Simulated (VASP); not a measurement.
# ZnS (Pm-3m) in VASP: further runs, part 2 of 2

VASP 6.6.1. Earlier steps stand in the parts before.

### Step 3. Single point, PBE

This run uses another cell than the first one, of 16.29 Å³/atom, 1.014 times its volume.

INCAR reads:

```
PREC = Accurate ; ENCUT = 520
EDIFF = 1E-7 ; ISMEAR = -1
SIGMA = 0.02 ; LREAL = False
LASPH = True ; NELM = 100
ALGO = Normal ; ISIF = 2
LWAVE = False ; LCHARG = True
GGA = PE ; LELF = True
LVHAR = True ; NBANDS = 16
```

KPOINTS reads:

```
Automatic mesh
0
Gamma
  8 8 8
```

POSCAR reads:

```
ZnS
1.0
    3.1937006517      0.0000000000      0.0000000000
    0.0000000000      3.1937006517      0.0000000000
    0.0000000000      0.0000000000      3.1937006517
Zn S
1 1
Direct
    0.0000000000      0.0000000000      0.0000000000
    0.5000000000      0.5000000000      0.5000000000
```

Potentials or basis: VASP PAW PBE potentials, release 64 (Zn, S).

Launch:

```sh
cat potpaw_PBE.64/Zn/POTCAR potpaw_PBE.64/S/POTCAR > POTCAR
mpirun -np 1 vasp_std > vasp.out
```

OUTCAR:

```text
PREC = Accurate
   ENCUT = 520
   EDIFF = 1E-7
   ISMEAR = -1
   LREAL = False
   LASPH = True
   NELM = 100
   ISIF = 2
   GGA = PE

 ion  position               nearest neighbor table
   1  0.000  0.000  0.000-   2 2.77   2 2.77   2 2.77   2 2.77   2 2.77   2 2.77   2 2.77   2 2.77

   2  0.500  0.500  0.500-   1 2.77   1 2.77   1 2.77   1 2.77   1 2.77   1 2.77   1 2.77   1 2.77

  LATTYP: Found a simple cubic cell.
 ALAT       =     3.1937006517

  Lattice vectors:

 A1 = (   3.1937006517,   0.0000000000,   0.0000000000)
 A2 = (   0.0000000000,   3.1937006517,   0.0000000000)
 A3 = (   0.0000000000,   0.0000000000,   3.1937006517)

Analysis of symmetry for initial positions (statically):
=====================================================================
 Subroutine PRICEL returns:
 Original cell was already a primitive cell.

 Routine SETGRP: Setting up the symmetry group for a
 simple cubic supercell.

 Subroutine GETGRP returns: Found 48 space group operations
 (whereof 48 operations were pure point group operations)
 out of a pool of 48 trial point group operations.

The static configuration has the point symmetry O_h .

Analysis of symmetry for dynamics (positions and initial velocities):
=====================================================================
 Subroutine PRICEL returns:
 Original cell was already a primitive cell.

 Routine SETGRP: Setting up the symmetry group for a
 simple cubic supercell.

 Subroutine GETGRP returns: Found 48 space group operations
 (whereof 48 operations were pure point group operations)
 out of a pool of 48 trial point group operations.

The dynamic configuration has the point symmetry O_h .

 Subroutine INISYM returns: Found 48 space group operations
 (whereof 48 operations are pure point group operations),
 and found     1 'primitive' translations
[... 99 lines left out ...]
   IBRION =     -1    ionic relax: 0-MD 1-quasi-New 2-CG
   NFREE  =      0    steps in history (QN), initial steepest desc. (CG)
   ISIF   =      2    stress and relaxation
   ISYM   =      2    0-nonsym 1-usesym 2-fastsym
   POTIM  = 0.5000    time-step for ionic-motion
   TEBEG  =    0.0;   TEEND  =   0.0 temperature during run
   PSTRESS=    0.0 pullay stress
   NELECT =      18.0000    total number of electrons
   NUPDOWN=      -1.0000    fix difference up-down
   EMIN   =  10.00;   EMAX   =-10.00  energy-range for DOS
   EFERMI =   0.00;   METHOD = LEGACY
   ISMEAR =    -1;   SIGMA  =   0.02  broadening in eV -4-tet -1-fermi 0-gaus
   EFERMI_NEDOS =   21; number of points for ismear=-14 and -15
   IALGO  =     38    algorithm
   IMIX   =      4    mixing-type and parameters
     AMIX     =   0.40;   BMIX     =  1.00
     AMIX_MAG =   1.60;   BMIX_MAG =  1.00
  volume/ion in A,a.u.               =      16.29       109.91
  Fermi-wavevector in a.u.,A,eV,Ry     =   1.343398  2.538655 24.554692  1.804719
  Thomas-Fermi vector in A             =   2.471475
   LORBIT       =      0    0 simple, 1 ext, 2 COOP (PROOUT), +10 PAW based schemes
   GGA     = PE    functional components
[... 5 lines left out ...]
 non-spin polarized calculation
  energy-cutoff  :      520.00
  volume of cell :       32.57
 maximum number of plane-waves:       912
 NGX is ok and might be reduce to    24
   NGX = 11   NGY = 11   NGZ = 11

 number of electron      18.0000041 magnetization

 Free energy of the ion-electron system (eV)
  ---------------------------------------------------
  ext. energy  EPLUGINS =         0.00000000
  ---------------------------------------------------
  free energy    TOTEN  =        -4.92888709 eV

  energy without entropy =       -4.92707932  energy(sigma->0) =       -4.92798320

 E-fermi :   4.6889     XC(G=0): -11.0388

 val. band max:        4.6345206387   @ k =   0.5000   0.3750   0.2500
 cond. band min:       4.7044434357   @ k =   0.3750   0.3750   0.0000
 fundamental gap:      0.0699227970
 Fermi energy:         4.6888893505

 k-point     1 :       0.0000    0.0000    0.0000
  band No.  band energies     occupation
      1      -9.7655      2.00000
      2      -2.4128      2.00000
      3      -2.4128      2.00000
      4      -2.0217      2.00000
      5      -2.0217      2.00000
      6      -2.0217      2.00000
[... 433 lines left out ...]
      3      -2.3215      2.00000
      4      -2.2092      2.00000
      5      -1.9643      2.00000
      6      -1.9567      2.00000
[... 8 lines left out ...]
     15      17.7713      0.00000
     16      17.8394      0.00000

 [... further k-points ...]
[... 5 lines left out ...]
  --------------------------------------------------------------------------------------
  -------------------------------------------------------------------------------------
  Total        0.0180993      0.0180993      0.0180993     -0.0000000     -0.0000000      0.0000000
  in kB        0.8902060      0.8902060      0.8902060     -0.0000000     -0.0000000      0.0000000
  external PRESSURE =       0.8902060 kB  Pullay stress =       0.0000000 kB

 VOLUME and BASIS-vectors are now :
 -----------------------------------------------------------------------------
  energy-cutoff  :      520.00
  volume of cell :       32.57
      direct lattice vectors                 reciprocal lattice vectors
     3.193700652  0.000000000  0.000000000     0.313116384  0.000000000  0.000000000
     0.000000000  3.193700652  0.000000000     0.000000000  0.313116384  0.000000000
     0.000000000  0.000000000  3.193700652     0.000000000  0.000000000  0.313116384

 POSITION                                       TOTAL-FORCE (eV/Angst)
 -----------------------------------------------------------------------------------
      0.00000      0.00000      0.00000         0.000000      0.000000      0.000000
      1.59685      1.59685      1.59685         0.000000      0.000000      0.000000
 -----------------------------------------------------------------------------------
    total drift:                                0.000000      0.000000     -0.000000

  FREE ENERGIE OF THE ION-ELECTRON SYSTEM (eV)
  ---------------------------------------------------
  free  energy   TOTEN  =        -4.9288870875 eV

  energy  without entropy=       -4.9270793181  energy(sigma->0) =       -4.92798320
```

stdout:

```text
POSCAR found type information on POSCAR ZnS
 POSCAR found :  2 types and       2 ions
 scaLAPACK will be used
 LDA part: xc-table for (Slater+PW92), standard interpolation
 POSCAR, INCAR and KPOINTS ok, starting setup
 FFT: planning ... GRIDC
 FFT: planning ... GRID_SOFT
 FFT: planning ... GRID
 WAVECAR not read
 entering main loop
```

Run time: 6.9 s. Hardware: 1 thread of Intel Xeon 6975P-C, shared host; peak memory 0.15 GiB.

Results:

- Free energy: -4.9289 eV
- Pressure: 0.1 GPa
- Band gap on the k mesh: zero (band 9 reaches 4.89 eV, above the bottom of band 10 at 3.74 eV)
